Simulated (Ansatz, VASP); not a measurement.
# Two plane-wave programs on Ga

```
Ga
1.0
     1.39200   -3.90240    0.00000
     1.39200    3.90240    0.00000
     0.00000    0.00000    3.17000
Ga
2
Direct
  0.13300 0.86700 0.75000
  0.86700 0.13300 0.25000
```

Alike in both runs: functional PBEsol; k mesh 8 × 8 × 7; occupations fermi-dirac, width 0.05 eV; no spin polarisation.

```csv
,VASP,Ansatz
version,VASP 6.6.1,Ansatz 0.2.0
potentials or method,"VASP PAW PBE potentials, release 64 (Ga_d)",Ansatz PAW
plane-wave cutoff (eV),520,420
valence electrons in the cell,26,26
task,single point,band structure
```

Ansatz gave:

* gap on the k mesh at the Fermi level (eV): none
* pressure (GPa): 3.1
* traceless stress, the component that is largest in VASP (GPa): -2.96
* rms of the force components (eV/Å): 0.127

What did VASP give for the same quantities?

gap on the k mesh at the Fermi level (eV): none; pressure (GPa): 3.2; traceless stress, the component that is largest in VASP (GPa): -2.96; rms of the force components (eV/Å): 0.127.

VASP's potentials were made for PBE, not for PBEsol. Atom by atom the forces differ by 0.000 eV/Å (rms over components). A gap of «none» marks a metal or a gap that the smearing closes.
